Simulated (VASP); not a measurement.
Input of a VASP 6.6.1 run:

POSCAR

```
TiB
1.0
    0.0000000000      2.0484750000      1.9959500000
    2.0484750000      0.0000000000      1.9959500000
    2.0484750000      2.0484750000      0.0000000000
Ti B
1 1
Direct
    0.7500000000      0.7500000000      0.7500000000
    0.0000000000      0.0000000000      0.0000000000
```

Contents of INCAR.step1:

```
ALGO     = Normal         # electronic algorithm
EDIFF    = 1E-4           # SCF threshold, eV
ENCUT    = 520            # plane-wave cutoff, eV
GGA      = PE             # functional
ISMEAR   = 0              # smearing method
LASPH    = True           # aspherical terms in the spheres
LCHARG   = False          # write CHGCAR
LREAL    = False          # projectors in reciprocal space
LWAVE    = True           # write WAVECAR
NBANDS   = 14             # bands
NELM     = 80             # most SCF steps
PREC     = Accurate       # precision mode
SIGMA    = 0.15           # smearing width, eV
```

Contents of INCAR.step2:

```
ALGO     = Normal         # electronic algorithm
EDIFF    = 1E-7           # SCF threshold, eV
ENCUT    = 520            # plane-wave cutoff, eV
ISIF     = 2              # what is computed and relaxed
ISMEAR   = 0              # smearing method
ISTART   = 1            
LASPH    = True           # aspherical terms in the spheres
LCHARG   = True           # write CHGCAR
LELF     = True           # ELF
LMIXTAU  = True         
LREAL    = False          # projectors in reciprocal space
LVHAR    = True         
LWAVE    = False          # write WAVECAR
METAGGA  = R2SCAN         # meta-GGA
NBANDS   = 14             # bands
NELM     = 80             # most SCF steps
PREC     = Accurate       # precision mode
SIGMA    = 0.15           # smearing width, eV
```

The input KPOINTS:

```
k-points
0
Gamma
  20 20 20
```

Potentials or basis: VASP PAW PBE potentials, release 64 (Ti_sv, B).

Run with:

```bash
$ cat potpaw_PBE.64/Ti_sv/POTCAR potpaw_PBE.64/B/POTCAR > POTCAR
$ cp INCAR.step1 INCAR
$ mpirun -np 1 vasp_std > vasp.out
$ cp INCAR.step2 INCAR
$ mpirun -np 1 vasp_std > vasp.out
```

**Question.** Predict the pressure.

**Answer.** 173.4 GPa.

**Question.** Predict the band gap on the k mesh.

**Answer.** Zero (an odd number of electrons rules out a gap without spin polarisation).

Stress tensor (GPa, compression positive):
```
176.27   0.00   0.00
  0.00 176.27   0.00
  0.00   0.00 167.80
```

Caveat: the cell differs from its parent crystal (strain -0.025 along x and y, -0.050 along z); the stress differs along the axes, from 168 to 176 GPa; the PAW data sets were made with another functional, which shifts forces and pressure a little.
